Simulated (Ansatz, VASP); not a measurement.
# TiAl3 in VASP and in Ansatz

```
CELL_PARAMETERS angstrom
-2.00722 2.00722 4.15916
2.00722 -2.00722 4.15916
2.00722 2.00722 -4.15916
ATOMIC_POSITIONS crystal
Ti 0.00000 0.00000 0.00000
Al 0.50000 0.50000 0.00000
Al 0.75000 0.25000 0.50000
Al 0.25000 0.75000 0.50000
```

Alike in both runs: task single point; functional LDA; k mesh 16 × 16 × 16; occupations gaussian, width 0.15 eV; no spin polarisation.

|  | VASP | Ansatz |
| --- | --- | --- |
| version | VASP 6.6.1 | Ansatz 0.2.0 |
| potentials or method | VASP PAW LDA potentials, release 64 (Ti_sv, Al), cutoff 520 eV | scalar-relativistic, plane waves, PAW |
| valence electrons in the cell | 21 | 21 |

Ansatz gave:

```
gap on the k mesh at the Fermi level (eV)                     : none
pressure (GPa)                                                : -9.4
traceless stress, the component that is largest in VASP (GPa) : 7.66
```

Problem. Estimate VASP's values.

Solution. gap on the k mesh at the Fermi level (eV): none; pressure (GPa): -9.3; traceless stress, the component that is largest in VASP (GPa): 7.67.

Ansatz warns that its potentials were made for another functional, while VASP's fit it. LDA's correlation is that of Perdew and Zunger in VASP and of Perdew and Wang (1992) in Ansatz. A gap of «none» marks a metal or a gap that the smearing closes.
